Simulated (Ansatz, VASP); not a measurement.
Two plane-wave programs on GaAs

INCAR

```
PREC = Accurate
ENCUT = 500
EDIFF = 1E-6
ISMEAR = -1
SIGMA = 0.05
LREAL = False
LASPH = True
NELM = 120
ALGO = Normal
ISIF = 2
LWAVE = False
LCHARG = True
GGA = LIBXC
LIBXC1 = GGA_X_B88
LIBXC2 = GGA_C_PBE
LELF = True
LVHAR = True
NBANDS = 16
GGA_COMPAT = False
```

KPOINTS

```
regular mesh
0
Gamma
  8 8 8
```

Contents of POSCAR:

```
GaAs
1.0
    0.0000000000      2.8268500000      2.8268500000
    2.8268500000      0.0000000000      2.8268500000
    2.8268500000      2.8268500000      0.0000000000
As Ga
1 1
Direct
    0.7500000000      0.7500000000      0.7500000000
    0.0000000000      0.0000000000      0.0000000000
```

Contents of input.yaml:

```yaml
crystal:
  lattice:
    - [0.0, 2.82685, 2.82685]
    - [2.82685, 0.0, 2.82685]
    - [2.82685, 2.82685, 0.0]
  atoms:
    - { symbol: As, position: [0.75, 0.75, 0.75] }
    - { symbol: Ga, position: [0.0, 0.0, 0.0] }
hamiltonian:
  xc: { exchange: b88, correlation: pbe }
  pseudopotentials: { kind: paw }
kpoints:
  mp_grid: { grid: [8, 8, 8] }
  band_path:
    path:
      - [[0.0, 0.0, 0.0], [0.5, 0.0, 0.5], [0.5, 0.25, 0.75], [0.375, 0.375, 0.75], [0.0, 0.0, 0.0], [0.5, 0.5, 0.5], [0.625, 0.25, 0.625], [0.5, 0.25, 0.75], [0.5, 0.5, 0.5], [0.375, 0.375, 0.75]]
      - [[0.625, 0.25, 0.625], [0.5, 0.0, 0.5]]
    npoints: 14
scf:
  occupations: { method: fermi_dirac, width: 0.05 }
  n_extra_bands: 6
output:
  forces: true
  stress: true
  eigenvalues: true
  fatbands: true
```

Alike in both runs: functional b88 exchange, pbe correlation; k mesh 8 × 8 × 8; occupations fermi-dirac, width 0.05 eV; no spin polarisation.

|  | VASP | Ansatz |
| --- | --- | --- |
| version | VASP 6.6.1 | Ansatz 0.2.0 |
| potentials or method | VASP PAW PBE potentials, release 64 (As, Ga_d) | Ansatz PAW |
| plane-wave cutoff (eV) | 500 | 420 |
| valence electrons in the cell | 18 | 28 |
| task | single point | band structure |

```tsv
	VASP	Ansatz	Ansatz less VASP
gap on the k mesh at the Fermi level (eV)	0.50	0.49	-0.010
least direct gap on the mesh (eV)	0.50	0.49	-0.010
pressure (GPa)	3.2	3.1	-0.13
```

VASP's potentials were made for PBE, not for b88 exchange, pbe correlation. VASP's potentials hold 18 valence electrons a cell and Ansatz's 28, so a difference there can come from the potentials and not from the codes.
